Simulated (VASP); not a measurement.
# Pt: single point with LDA

The system is Pt.

```
Pt
1.0
     2.53490    0.00000    0.00000
    -1.26745    2.19529    0.00000
     0.00000    0.00000    4.37711
Pt
2
Direct
  0.66667 0.33333 0.75000
  0.33333 0.66667 0.25000
```

- Program: VASP 6.6.1
- Task: single point
- Functional: LDA
- Potentials or basis: VASP PAW LDA potentials, release 64 (Pt)
- Cutoff: 520 eV
- k mesh: 21 × 21 × 10
- Occupations: gaussian, width 0.15 eV
- Spin: no spin polarisation
- Dipole correction: no
- Further INCAR settings: ALGO = Normal; EDIFF = 1e-06; NBANDS = 17

| Quantity | Value |
| --- | --- |
| Pressure | 103.3 GPa |
| Band gap on the k mesh | zero (band 10 reaches 16.58 eV, above the bottom of band 11 at 14.60 eV) |

Stress tensor (GPa, compression positive):
```
107.71   0.00   0.00
  0.00 107.71   0.00
  0.00   0.00  94.47
```

Levels at points of the mesh, in eV from the Fermi level:
```
           k point  band 8  band 9  band 10  band 11  band 12  band 13
(0.00, 0.00, 0.00)   -2.83   -2.83    -1.88    -0.34    -0.34     6.74
(0.00, 0.00, 0.50)   -5.21   -1.20    -1.20    -1.20    -1.20    13.24
```

Wall time 60 s on 1 thread of Intel(R) Xeon(R) Platinum 8375C CPU @ 2.90GHz (Ice Lake), with other jobs on the host, peak memory 0.21 GiB.

Caveat: spin-orbit coupling is left out, which moves the levels of the heavy elements.
